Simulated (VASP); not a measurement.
Here is a VASP 6.6.1 calculation.

Contents of INCAR:

```
PREC = Accurate ; ENCUT = 520
EDIFF = 1E-6 ; ISMEAR = 0
SIGMA = 0.05 ; LREAL = False
LASPH = True ; NELM = 100
ALGO = Normal ; ISIF = 2
LWAVE = False ; LCHARG = False
LDIPOL = True ; IDIPOL = 3
DIPOL = 0.5 0.5 0.500 ; GGA = PS
NBANDS = 66
```

The input KPOINTS:

```
Automatic mesh
0
Gamma
  6 5 1
```

File POSCAR:

```
HgS
1.0
    4.1422315200      0.0000000000      0.0000000000
    0.0000000000      5.8580000000      0.0000000000
    0.0000000000      0.0000000000     30.3555787433
Hg S
6 6
Direct
    0.5000000000      0.5000000000      0.3294287381
    0.0000000000      0.0000000000      0.3976572466
    0.5000000000      0.5000000000      0.4658857458
    0.0000000000     -0.0082466826      0.5321684984
    0.5000000000      0.5046685229      0.6089043635
    0.0000000000     -0.0620747387      0.6544221982
    0.0000000000      0.2500000000      0.3294287381
    0.5000000000      0.7500000000      0.3976572466
    0.0000000000      0.2500000000      0.4658857458
    0.5000000000      0.7428058628      0.5357213234
    0.0000000000      0.2555792413      0.6006341357
    0.5000000000      0.7436966133      0.6774110991
```

Potentials or basis: VASP PAW PBE potentials, release 64 (Hg, S).

Launch:

```console
$ cat potpaw_PBE.64/Hg/POTCAR potpaw_PBE.64/S/POTCAR > POTCAR
$ mpirun -np 1 vasp_std > vasp.out
```

Problem. Predict the largest force.

Solution. 1.320 eV/Å.

Problem. What does it give for the band gap on the k mesh?

Solution. 0.24 eV.

Forces in eV/Å, atoms in the order of the input:
```
Hg   0.000 -1.066  0.778
Hg   0.000  0.175 -0.147
Hg   0.000 -0.055  0.137
Hg   0.000 -0.006  0.012
Hg   0.000 -0.001  0.006
Hg   0.000  0.007  0.012
S    0.000  0.541 -0.707
S    0.000  0.355 -0.178
S    0.000  0.068  0.052
S    0.000 -0.007  0.003
S    0.000  0.013 -0.018
S    0.000 -0.023  0.050
```

Caveat: the PAW data sets were made with another functional, which shifts forces and pressure a little; spin-orbit coupling is left out, which moves the levels of the heavy elements.
